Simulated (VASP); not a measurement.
## C: single point with PBE

Crystal: C.

```xyz
2
Lattice="0.0000 1.7834 1.7953 1.7834 0.0000 1.7953 1.7834 1.7834 0.0000" Properties=species:S:1:pos:R:3 pbc="T T T"
C     0.0000    0.0000    0.0000
C     0.8917    0.8917    0.8976
```

```yaml
Program: VASP 6.6.1
Task: single point
Functional: PBE
Potentials_or_basis: VASP PAW PBE potentials, release 64 (C)
Cutoff: 520 eV
k_mesh: 10 × 10 × 10
Occupations: fermi-dirac, width 0.02 eV
Spin: no spin polarisation
Dipole_correction: no
Further_INCAR_settings: ALGO = Normal; EDIFF = 1e-06; NBANDS = 11
```

```json
{
  "Pressure": "-0.5 GPa",
  "Band gap on the k mesh": "4.07 eV, indirect (least direct gap 5.51 eV)"
}
```

Stress tensor (GPa, compression positive):
```
 1.61  0.00  0.00
 0.00  1.61  0.00
 0.00  0.00 -4.57
```

Levels at points of the mesh, in eV from the valence-band top:
| k point | band 1 | band 2 | band 3 | band 4 | band 5 | band 6 | band 7 | band 8 |
| --- | --- | --- | --- | --- | --- | --- | --- | --- |
| (0.00, 0.00, 0.00) | -21.42 | -0.10 | 0.00 | 0.00 | 5.51 | 5.51 | 5.59 | 13.15 |
| (0.50, 0.00, 0.00) | -15.68 | -13.33 | -2.88 | -2.76 | 8.33 | 8.43 | 8.76 | 15.60 |
| (0.50, 0.50, 0.00) | -12.82 | -12.82 | -6.23 | -6.23 | 4.81 | 4.81 | 16.65 | 16.65 |
| (0.50, 0.00, 0.50) | -12.72 | -12.72 | -6.32 | -6.32 | 4.66 | 4.66 | 16.68 | 16.68 |

Wall time 6.9 s on 1 thread of AMD EPYC 9R45 96-Core Processor (Zen 5), on a shared host, peak memory 0.09 GiB.

A k mesh can miss the band edges. A hybrid or GW would open this gap; PBE tends to underestimate it.
